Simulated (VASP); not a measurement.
Input of a VASP 6.6.1 run:

File INCAR:

```
PREC = Accurate
ENCUT = 520
EDIFF = 1E-6
ISMEAR = 0
SIGMA = 0.01
LREAL = False
LASPH = True
NELM = 60
ALGO = Normal
ISIF = 2
LWAVE = False
LCHARG = False
GGA = PE
NBANDS = 28
```

File KPOINTS:

```
Automatic mesh
0
Gamma
  8 8 8
```

The input POSCAR:

```
BaTiO3
1.0
    3.9852569688      0.0000000000      0.0000000000
    0.0000000000      3.9852569688      0.0000000000
    0.0000000000      0.0000000000      4.2022180370
Ba Ti O
1 1 3
Direct
    0.0000000000      0.0000000000     -0.0106979962
    0.5000000000      0.5000000000      0.4720516379
    0.5000000000      0.5000000000      0.0408797547
    0.5000000000      0.0000000000      0.5203833018
    0.0000000000      0.5000000000      0.5203833018
```

Potentials or basis: VASP PAW PBE potentials, release 64 (Ba_sv, Ti_sv, O).

Command:

```console
$ cat potpaw_PBE.64/Ba_sv/POTCAR potpaw_PBE.64/Ti_sv/POTCAR potpaw_PBE.64/O/POTCAR > POTCAR
$ mpirun -np 1 vasp_std > vasp.out
```

(1) What does it give for the pressure?

(2) Estimate the largest force.

## Answers

(1) 1.6 GPa.

(2) 0.083 eV/Å.
